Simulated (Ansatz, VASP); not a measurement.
## Two plane-wave programs on Ge

Contents of POSCAR:

```
Ge
1.0
    0.0000000000      2.7580507500      2.6873315000
    2.7580507500      0.0000000000      2.6873315000
    2.7580507500      2.7580507500      0.0000000000
Ge
2
Direct
    0.5000000000      0.5000000000      0.5000000000
    0.7500000000      0.7500000000      0.7500000000
```

The input INCAR.step1:

```
PREC     = Accurate       # precision mode
ENCUT    = 520            # plane-wave cutoff, eV
ISMEAR   = 0              # smearing method
SIGMA    = 0.05           # smearing width, eV
LREAL    = F              # projectors in reciprocal space
LASPH    = T              # aspherical terms in the spheres
NELM     = 60             # most SCF steps
NBANDS   = 21             # bands
GGA      = PE             # functional
ALGO     = Normal         # electronic algorithm
EDIFF    = 1E-4           # SCF threshold, eV
LWAVE    = T              # write WAVECAR
LCHARG   = F              # write CHGCAR
```

File INCAR.step2:

```
PREC     = Accurate       # precision mode
ENCUT    = 520            # plane-wave cutoff, eV
EDIFF    = 1E-6           # SCF threshold, eV
ISMEAR   = 0              # smearing method
SIGMA    = 0.05           # smearing width, eV
LREAL    = F              # projectors in reciprocal space
LASPH    = T              # aspherical terms in the spheres
NELM     = 60             # most SCF steps
ALGO     = Normal         # electronic algorithm
ISIF     = 2              # what is computed and relaxed
LWAVE    = F              # write WAVECAR
LCHARG   = F              # write CHGCAR
METAGGA  = R2SCAN         # meta-GGA
LMIXTAU  = T            
NBANDS   = 21             # bands
ISTART   = 1
```

Contents of KPOINTS:

```
regular mesh
0
Gamma
  10 10 10
```

Input for Ansatz:

```yaml
crystal:
  lattice:
    - [0.0, 2.75805075, 2.6873315]
    - [2.75805075, 0.0, 2.6873315]
    - [2.75805075, 2.75805075, 0.0]
  atoms:
    - { symbol: Ge, position: [0.5, 0.5, 0.5] }
    - { symbol: Ge, position: [0.75, 0.75, 0.75] }
basis:
  ecutwfc: 500
kpoints:
  mp_grid: { grid: [10, 10, 10] }
hamiltonian:
  xc: r2scan
scf:
  occupations: { method: gaussian, width: 0.05 }
output:
  forces: true
  stress: true
  eigenvalues: true
```

Change from the starting cell: strain -0.025 along x and y, -0.050 along z, atoms carried along.

Alike in both runs: task single point; functional r2SCAN; k mesh 10 × 10 × 10; occupations gaussian, width 0.05 eV; no spin polarisation.

|  | VASP | Ansatz |
| --- | --- | --- |
| version | VASP 6.6.1 | Ansatz 0.2.0 |
| potentials or method | VASP PAW PBE potentials, release 64 (Ge_d), cutoff 520 eV | scalar-relativistic, plane waves, PAW |
| valence electrons in the cell | 28 | 28 |

```csv
,VASP,Ansatz,Ansatz less VASP
gap on the k mesh at the Fermi level (eV),0.28,0.30,+0.012
least direct gap on the mesh (eV),1.27,1.32,+0.053
pressure (GPa),10.4,10.3,-0.15
"traceless stress, the component that is largest in VASP (GPa)",1.41,1.44,+0.026
```

VASP's potentials were made for PBE, not for r2SCAN.
